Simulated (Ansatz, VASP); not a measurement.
**C in VASP and in Ansatz**

File INCAR:

```
PREC = Accurate
ENCUT = 520
EDIFF = 1E-6
ISMEAR = -1
SIGMA = 0.05
LREAL = F
LASPH = T
NELM = 60
ALGO = Normal
ISIF = 2
LWAVE = F
LCHARG = T
GGA = B5
ALDAX = 1.0
AGGAX = 1.0
AGGAC = 1.0
ALDAC = 0.0
IVDW = 13
VDW_S6 = 1.0
VDW_S8 = 2.34076671
VDW_A1 = 0.44488865
VDW_A2 = 4.0933009
LELF = T
LVHAR = T
NBANDS = 11
```

File KPOINTS:

```
regular mesh
0
Gamma
  13 13 13
```

File POSCAR:

```
C
1.0
    0.0000000000      1.8183469191      1.8183469191
    1.8183469191      0.0000000000      1.8183469191
    1.8183469191      1.8183469191      0.0000000000
C
2
Direct
    0.7500000000      0.7500000000      0.7500000000
    0.5000000000      0.5000000000      0.5000000000
```

The input input.yaml:

```yaml
crystal:
  lattice:
    - [0.0, 1.8183469191, 1.8183469191]
    - [1.8183469191, 0.0, 1.8183469191]
    - [1.8183469191, 1.8183469191, 0.0]
  atoms:
    - { symbol: C, position: [0.75, 0.75, 0.75] }
    - { symbol: C, position: [0.5, 0.5, 0.5] }
hamiltonian:
  xc: blyp
  pseudopotentials: { kind: paw }
  dispersion: d4
kpoints:
  mp_grid: { grid: [13, 13, 13] }
scf:
  occupations: { method: fermi_dirac, width: 0.05 }
output:
  forces: true
  stress: true
  eigenvalues: true
```

Alike in both runs: task single point; functional BLYP; dispersion D4; k mesh 13 × 13 × 13; occupations fermi-dirac, width 0.05 eV; no spin polarisation.

|  | VASP | Ansatz |
| --- | --- | --- |
| version | VASP 6.6.1 | Ansatz 0.2.0 |
| potentials or method | VASP PAW PBE potentials, release 64 (C) | Ansatz PAW |
| plane-wave cutoff (eV) | 520 | 420 |
| valence electrons in the cell | 8 | 8 |

|  | VASP | Ansatz | Ansatz less VASP |
| --- | --- | --- | --- |
| gap on the k mesh at the Fermi level (eV) | 4.33 | 4.33 | +0.001 |
| least direct gap on the mesh (eV) | 5.57 | 5.57 | -0.006 |
| pressure (GPa) | -21.4 | -22.0 | -0.56 |

VASP's potentials were made for PBE, not for BLYP.

Noted on Ansatz's run: Pulay correction over one GPa; odd divisions of the mesh miss points on the zone boundary, where band edges often lie, so the gap on the mesh can be too wide.
